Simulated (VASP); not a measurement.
# SnSe (Pnma) in VASP: single point with PBE

Aim: the single point of SnSe with PBE.

Program: VASP 6.6.1. These are calculated values, not measurements. Logs are shortened: lines on timing, memory, paths and dates and some standing lists are left out, and cuts for length are marked.

### Step 1. The cell of the first run

It takes space group Pnma (No. 62, orthorhombic). The conventional cell has a = 12.148 Å, b = 4.207 Å, c = 4.567 Å, α = 90.00°, β = 90.00°, γ = 90.00°. Within 3.7 Å of Sn (site symmetry m) lie 6 Se at 2.82 to 3.63 Å. Within 3.7 Å of Se (site symmetry m) lie 6 Sn at 2.82 to 3.63 Å.

### Step 2. Single point, PBE (strain +0.0300 x Voigt [1, 0, 0, 0, 0, 0])

Input file INCAR:

```
  PREC = Accurate
  ENCUT = 520
  EDIFF = 1E-7
  ISMEAR = 0
  SIGMA = 0.05
  LREAL = False
  LASPH = True
  NELM = 80
  ALGO = Normal
  ISIF = 2
  LWAVE = False
  LCHARG = False
  GGA = PE
  NBANDS = 50
```

Input file KPOINTS:

```
Automatic mesh
0
Gamma
  4 6 6
```

Input file POSCAR:

```
SnSe
1.0
   12.1479903221      0.0000000000      0.0000000000
    0.0000000000      4.2070054080      0.0000000000
    0.0000000000      0.0000000000      4.5671013721
Sn Se
4 4
Direct
    0.1214769848      0.2500000000      0.1164645414
    0.8785230152      0.7500000000      0.8835354586
    0.3785230152      0.7500000000      0.6164645414
    0.6214769848      0.2500000000      0.3835354586
    0.8548816258      0.2500000000      0.4763342523
    0.1451183742      0.7500000000      0.5236657477
    0.6451183742      0.7500000000      0.9763342523
    0.3548816258      0.2500000000      0.0236657477
```

Potentials or basis: VASP PAW PBE potentials, release 64 (Sn_d, Se).

Run with:

```
cat potpaw_PBE.64/Sn_d/POTCAR potpaw_PBE.64/Se/POTCAR > POTCAR
mpirun -np 1 vasp_std > vasp.out
```

OUTCAR:

```text
PREC = Accurate
   ENCUT = 520
   EDIFF = 1E-7
   ISMEAR = 0
   LREAL = False
   LASPH = True
   NELM = 80
   ISIF = 2
   GGA = PE

 ion  position               nearest neighbor table
   1  0.121  0.250  0.116-   6 2.82   6 2.82   8 2.87
   2  0.879  0.750  0.884-   5 2.82   5 2.82   7 2.87
   3  0.379  0.750  0.616-   8 2.82   8 2.82   6 2.87
   4  0.621  0.250  0.384-   7 2.82   7 2.82   5 2.87
   5  0.855  0.250  0.476-   2 2.82   2 2.82   4 2.87
   6  0.145  0.750  0.524-   1 2.82   1 2.82   3 2.87
   7  0.645  0.750  0.976-   4 2.82   4 2.82   2 2.87
   8  0.355  0.250  0.024-   3 2.82   3 2.82   1 2.87

  LATTYP: Found a simple orthorhombic cell.
 ALAT       =     4.2070054080
 B/A-ratio  =     1.0855943668
 C/A-ratio  =     2.8875623262

  Lattice vectors:

 A1 = (   0.0000000000,   4.2070054080,   0.0000000000)
 A2 = (   0.0000000000,   0.0000000000,   4.5671013721)
 A3 = (  12.1479903221,   0.0000000000,   0.0000000000)

Analysis of symmetry for initial positions (statically):
=====================================================================
 Subroutine PRICEL returns:
 Original cell was already a primitive cell.

 Routine SETGRP: Setting up the symmetry group for a
 simple orthorhombic supercell.

 Subroutine GETGRP returns: Found  8 space group operations
 (whereof  2 operations were pure point group operations)
 out of a pool of  8 trial point group operations.

The static configuration has the point symmetry S_2 .
 The point group associated with its full space group is D_2h.

Analysis of symmetry for dynamics (positions and initial velocities):
=====================================================================
 Subroutine PRICEL returns:
 Original cell was already a primitive cell.

 Routine SETGRP: Setting up the symmetry group for a
 simple orthorhombic supercell.

 Subroutine GETGRP returns: Found  8 space group operations
 (whereof  2 operations were pure point group operations)
 out of a pool of  8 trial point group operations.

The dynamic configuration has the point symmetry S_2 .
 The point group associated with its full space group is D_2h.

 Subroutine INISYM returns: Found  8 space group operations
 (whereof  2 operations are pure point group operations),
 and found     1 'primitive' translations

----------------------------------------------------------------------------------------

                                     Primitive cell

  volume of cell :     233.4093

  direct lattice vectors                    reciprocal lattice vectors
    12.147990322  0.000000000  0.000000000     0.082318143  0.000000000  0.000000000
     0.000000000  4.207005408  0.000000000     0.000000000  0.237698767  0.000000000
     0.000000000  0.000000000  4.567101372     0.000000000  0.000000000  0.218957259

  length of vectors
    12.147990322  4.207005408  4.567101372     0.082318143  0.237698767  0.218957259

  position of ions in fractional coordinates (direct lattice)
     0.121476985  0.250000000  0.116464541
     0.878523015  0.750000000  0.883535459
     0.378523015  0.750000000  0.616464541
     0.621476985  0.250000000  0.383535459
     0.854881626  0.250000000  0.476334252
     0.145118374  0.750000000  0.523665748
     0.645118374  0.750000000  0.976334252
     0.354881626  0.250000000  0.023665748

  ion indices of the primitive-cell ions
   primitive index   ion index
                 1           1
                 2           2
                 3           3
                 4           4
                 5           5
                 6           6
                 7           7
                 8           8

----------------------------------------------------------------------------------------

 KPOINTS: Automatic mesh

Automatic generation of k-mesh.
 Grid dimensions read from file:
 generate k-points for:    4    6    6

 Generating k-lattice:

  Cartesian coordinates                     Fractional coordinates (reciprocal lattice)
     0.020579536  0.000000000  0.000000000     0.250000000  0.000000000  0.000000000
     0.000000000  0.039616461  0.000000000     0.000000000  0.166666667  0.000000000
     0.000000000  0.000000000  0.036492877     0.000000000  0.000000000  0.166666667

  Length of vectors
     0.020579536  0.039616461  0.036492877

  Shift w.r.t. Gamma in fractional coordinates (k-lattice)
     0.000000000  0.000000000  0.000000000

 Subroutine IBZKPT returns following result:
 ===========================================

 Found     48 irreducible k-points:

 Following reciprocal coordinates:
            Coordinates               Weight
  0.000000  0.000000  0.000000      1.000000
  0.250000  0.000000  0.000000      2.000000
  0.500000  0.000000  0.000000      1.000000
  0.000000  0.166667  0.000000      2.000000
  0.250000  0.166667  0.000000      4.000000
  0.500000  0.166667  0.000000      2.000000
[... 16 lines left out ...]
  0.250000  0.500000  0.166667      4.000000
  0.500000  0.500000  0.166667      2.000000
 [... further k-points ...]
   k-points           NKPTS =     48   k-points in BZ     NKDIM =     48   number of bands    NBANDS=     50
   number of dos      NEDOS =    301   number of ions     NIONS =      8
   total plane-waves  NPLWV = 103680
   dimension x,y,z NGX =    90 NGY =   32 NGZ =   36
   dimension x,y,z NGXF=   180 NGYF=   64 NGZF=   72
   ions per type =               4   4
   NGX,Y,Z   is equivalent  to a cutoff of  12.32, 12.65, 13.10 a.u.
   NGXF,Y,Z  is equivalent  to a cutoff of  24.63, 25.29, 26.21 a.u.
 SYSTEM =  unknown system
   PREC   = accura    normal or accurate (medium, high low for compatibility)
   ISTART =      0    job   : 0-new  1-cont  2-samecut
   ICHARG =      2    charge: 1-file 2-atom 10-const
   ISPIN  =      1    spin polarized calculation?
   LNONCOLLINEAR =      F non collinear calculations
   LSORBIT =      F    spin-orbit coupling
   LASPH  =      T    aspherical Exc in radial PAW
   ENCUT  =  520.0 eV  38.22 Ry    6.18 a.u.  22.59  7.82  8.49*2*pi/ulx,y,z
   NELM   =     80;   NELMIN=  2; NELMDL= -5     # of ELM steps
   EDIFF  = 0.1E-06   stopping-criterion for ELM
   LREAL  =      F    real-space projection
   EDIFFG = 0.1E-05   stopping-criterion for IOM
   NSW    =      0    number of steps for IOM
   IBRION =     -1    ionic relax: 0-MD 1-quasi-New 2-CG
   NFREE  =      0    steps in history (QN), initial steepest desc. (CG)
   ISIF   =      2    stress and relaxation
   ISYM   =      2    0-nonsym 1-usesym 2-fastsym
   POTIM  = 0.5000    time-step for ionic-motion
   TEBEG  =    0.0;   TEEND  =   0.0 temperature during run
   PSTRESS=    0.0 pullay stress
   NELECT =      80.0000    total number of electrons
   NUPDOWN=      -1.0000    fix difference up-down
   EMIN   =  10.00;   EMAX   =-10.00  energy-range for DOS
   EFERMI =   0.00;   METHOD = LEGACY
   ISMEAR =     0;   SIGMA  =   0.05  broadening in eV -4-tet -1-fermi 0-gaus
   EFERMI_NEDOS =   21; number of points for ismear=-14 and -15
   IALGO  =     38    algorithm
   IMIX   =      4    mixing-type and parameters
     AMIX     =   0.40;   BMIX     =  1.00
     AMIX_MAG =   1.60;   BMIX_MAG =  1.00
  volume/ion in A,a.u.               =      29.18       196.89
  Fermi-wavevector in a.u.,A,eV,Ry     =   1.145686  2.165032 17.858945  1.312595
  Thomas-Fermi vector in A             =   2.282373
   LORBIT       =      0    0 simple, 1 ext, 2 COOP (PROOUT), +10 PAW based schemes
   GGA     = PE    functional components
   LHFCALC =     F    Hartree Fock is set to
   AEXX    =    0.0000 exact exchange contribution
   IVDW    =     0    specifies the selected vdW correction
   LEPSILON=     F    determine dielectric tensor
   LRPA    =     F    only Hartree local field effects (RPA)
 non-spin polarized calculation
 Gauss-broadening in eV      SIGMA  =   0.05
  energy-cutoff  :      520.00
  volume of cell :      233.41
 maximum number of plane-waves:      6320
   NGX = 45   NGY = 15   NGZ = 17

 number of electron      80.0000003 magnetization

 Free energy of the ion-electron system (eV)
  ---------------------------------------------------
  ext. energy  EPLUGINS =         0.00000000
  ---------------------------------------------------
  free energy    TOTEN  =       -32.83554807 eV

  energy without entropy =      -32.83554807  energy(sigma->0) =      -32.83554807

 E-fermi :   4.7042     XC(G=0):  -9.2802

 val. band max:        4.4781798644   @ k =   0.0000   0.0000   0.3333
 cond. band min:       5.1492032821   @ k =   0.0000   0.3333   0.0000
 fundamental gap:      0.6710234177
 Fermi energy:         4.7042458591

 k-point     1 :       0.0000    0.0000    0.0000
  band No.  band energies     occupation
      1     -16.7983      2.00000
      2     -16.7906      2.00000
      3     -16.7872      2.00000
      4     -16.7834      2.00000
      5     -16.7812      2.00000
      6     -16.7794      2.00000
[... 42 lines left out ...]
     49       9.1451      0.00000
     50       9.1630      0.00000

 k-point     2 :       0.2500    0.0000    0.0000
  band No.  band energies     occupation
      1     -16.7974      2.00000
      2     -16.7924      2.00000
      3     -16.7861      2.00000
      4     -16.7838      2.00000
      5     -16.7810      2.00000
      6     -16.7800      2.00000
[... 42 lines left out ...]
     49       9.1624      0.00000
     50       9.1952      0.00000

 k-point     3 :       0.5000    0.0000    0.0000
  band No.  band energies     occupation
      1     -16.7952      2.00000
      2     -16.7952      2.00000
      3     -16.7847      2.00000
      4     -16.7847      2.00000
      5     -16.7806      2.00000
      6     -16.7806      2.00000
[... 42 lines left out ...]
     49       9.0354      0.00000
     50       9.0354      0.00000

 k-point     4 :       0.0000    0.1667    0.0000
  band No.  band energies     occupation
      1     -16.7940      2.00000
      2     -16.7888      2.00000
      3     -16.7836      2.00000
      4     -16.7835      2.00000
      5     -16.7817      2.00000
      6     -16.7805      2.00000
[... 999 lines left out ...]
 k-point    23 :       0.2500    0.5000    0.1667
  band No.  band energies     occupation
      1     -16.7916      2.00000
      2     -16.7916      2.00000
      3     -16.7902      2.00000
      4     -16.7902      2.00000
      5     -16.7767      2.00000
      6     -16.7767      2.00000
[... 42 lines left out ...]
     49       8.2944      0.00000
     50       8.2975      0.00000

 k-point    24 :       0.5000    0.5000    0.1667
  band No.  band energies     occupation
      1     -16.7909      2.00000
      2     -16.7909      2.00000
      3     -16.7909      2.00000
      4     -16.7909      2.00000
      5     -16.7759      2.00000
      6     -16.7759      2.00000
[... 42 lines left out ...]
     49       8.2978      0.00000
     50       8.2978      0.00000

 [... further k-points ...]

------------------------ aborting loop because EDIFF is reached ----------------------------------------

  FORCE on cell =-STRESS in cart. coord.  units (eV):
  Direction    XX          YY          ZZ          XY          YZ          ZX
  --------------------------------------------------------------------------------------
  -------------------------------------------------------------------------------------
  Total       -3.7232334     -0.6795658     -0.7735101      0.0000000      0.0000000      0.0000000
  in kB      -25.5571655     -4.6647026     -5.3095585      0.0000000      0.0000000      0.0000000
  external PRESSURE =     -11.8438089 kB  Pullay stress =       0.0000000 kB

 VOLUME and BASIS-vectors are now :
 -----------------------------------------------------------------------------
  energy-cutoff  :      520.00
  volume of cell :      233.41
      direct lattice vectors                 reciprocal lattice vectors
    12.147990322  0.000000000  0.000000000     0.082318143  0.000000000  0.000000000
     0.000000000  4.207005408  0.000000000     0.000000000  0.237698767  0.000000000
     0.000000000  0.000000000  4.567101372     0.000000000  0.000000000  0.218957259

 POSITION                                       TOTAL-FORCE (eV/Angst)
 -----------------------------------------------------------------------------------
      1.47570      1.05175      0.53191         0.207616     -0.000000      0.018132
     10.67229      3.15525      4.03520        -0.207616      0.000000     -0.018132
      4.59829      3.15525      2.81546        -0.207616      0.000000      0.018132
      7.54970      1.05175      1.75165         0.207616      0.000000     -0.018132
     10.38509      1.05175      2.17547        -0.191967     -0.000000     -0.018941
      1.76290      3.15525      2.39163         0.191967     -0.000000      0.018941
      7.83689      3.15525      4.45902         0.191967     -0.000000     -0.018941
      4.31110      1.05175      0.10808        -0.191967     -0.000000      0.018941
 -----------------------------------------------------------------------------------
    total drift:                                0.000000     -0.000000     -0.000000

  FREE ENERGIE OF THE ION-ELECTRON SYSTEM (eV)
  ---------------------------------------------------
  free  energy   TOTEN  =       -32.8355480738 eV

  energy  without entropy=      -32.8355480738  energy(sigma->0) =      -32.83554807
```

Run time: 11 min. Hardware: 1 thread of Intel Xeon Platinum 8375C at 2.90GHz (Ice Lake), shared host; peak memory 0.57 GiB.

Results:

| Item | Value |
| --- | --- |
| Free energy | -32.8355 eV |
| Pressure | -1.2 GPa |
| Largest force | 0.208 eV/Å |
| Band gap on the k mesh | 0.67 eV, indirect (least direct gap 0.92 eV) |

Forces in eV/Å, atoms in the order of the input:
```
Sn   0.208  0.000  0.018
Sn  -0.208  0.000 -0.018
Sn  -0.208  0.000  0.018
Sn   0.208  0.000 -0.018
Se  -0.192  0.000 -0.019
Se   0.192  0.000  0.019
Se   0.192  0.000 -0.019
Se  -0.192  0.000  0.019
```

Stress tensor (GPa, compression positive):
```
-2.56  0.00  0.00
 0.00 -0.47  0.00
 0.00  0.00 -0.53
```

Caveat: the cell differs from its parent crystal (strain +0.0300 x Voigt [1, 0, 0, 0, 0, 0]); spin-orbit coupling is left out, which moves the levels of the heavy elements.
